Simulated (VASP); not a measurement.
The system is LuHf.

```xyz
4
Lattice="4.6850 0.0000 0.0000 0.0000 4.6850 0.0000 0.0000 0.0000 4.6850" Properties=species:S:1:pos:R:3 pbc="T T T"
Lu    0.0000    0.0000    0.0000
Lu    0.0000    2.3425    2.3425
Hf    2.3425    0.0000    2.3425
Hf    2.3425    2.3425    0.0000
```

| Property | Result |
| --- | --- |
| Program | VASP 6.6.1 |
| Task | relaxation of volume and atoms at fixed shape |
| Functional | PBEsol |
| Potentials or basis | VASP PAW PBE potentials, release 64 (Lu, Hf_pv) |
| Cutoff | 600 eV |
| k mesh | 5 × 5 × 5 |
| Occupations | methfessel-paxton, width 0.1 eV |
| Spin | no spin polarisation |

At the start: pressure -5.2 GPa; volume 25.71 Å³/atom.

Q: How do energy, volume and symmetry change on relaxing?

A: Over 3 steps the energy falls by 31.4 meV/atom and the volume is 23.87 Å³/atom (-7.1 %); space group P4/mmm (No. 123, to 0.1 Å) before and after.

The path:
| step | energy change (eV) | largest force (eV/Å) | pressure (GPa) | volume (Å³) |
| --- | --- | --- | --- | --- |
| 1 | 0.0000 | 0.0000 | -5.17 | 102.83 |
| 2 | -0.0701 | 0.0000 | 3.99 | 90.97 |
| 3 | -0.1255 | 0.0000 | 0.04 | 95.50 |

Final structure:
```xyz
4
Lattice="4.5708 0.0000 0.0000 0.0000 4.5708 0.0000 0.0000 0.0000 4.5708" Properties=species:S:1:pos:R:3 pbc="T T T"
Lu    0.0000    0.0000    0.0000
Lu    0.0000    2.2854    2.2854
Hf    2.2854    0.0000    2.2854
Hf    2.2854    2.2854    0.0000
```

Caveat: the PAW data sets were made with another functional, which shifts forces and pressure a little.
